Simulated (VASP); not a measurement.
# Cd: single point with PBE

The system is Cd.

```xyz
2
Lattice="0.0000 2.5623 2.5623 2.5623 0.0000 2.5623 2.5623 2.5623 0.0000" Properties=species:S:1:pos:R:3 pbc="T T T"
Cd   -0.6406   -0.6406   -0.6406
Cd    0.6406    0.6406    0.6406
```

This isn't the form of Cd at room conditions, which is hcp.

```json
{
  "Program": "VASP 6.6.1",
  "Task": "single point",
  "Functional": "PBE",
  "Potentials or basis": "VASP PAW PBE potentials, release 64 (Cd)",
  "Cutoff": "520 eV",
  "k mesh": "12 × 12 × 12",
  "Occupations": "fermi-dirac, width 0.08 eV",
  "Spin": "no spin polarisation"
}
```

```
Pressure               : 119.7 GPa
Band gap on the k mesh : zero (bands 12 and 13 overlap by 11.07 eV)
```

Levels at points of the mesh, in eV from the Fermi level:
```
           k point  band 8  band 9  band 10  band 11  band 12  band 13  band 14  band 15  band 16  band 17
(0.00, 0.00, 0.00)   -9.80   -9.80    -8.65    -8.65     9.17     9.17     9.17     9.54     9.54     9.54
(0.50, 0.00, 0.00)   -9.59   -8.74    -8.74    -5.39    -4.93     5.34     5.34     8.20     9.93     9.93
(0.50, 0.50, 0.00)  -10.11   -8.53    -8.53    -3.55    -3.55     0.77     0.77     6.30     6.30    20.46
```

Wall time 57 s on 1 thread of Intel(R) Xeon(R) Platinum 8259CL CPU @ 2.50GHz (Skylake/Cascade Lake) (shared host), peak memory 0.18 GiB.

Caveat: the cell stands under pressure.
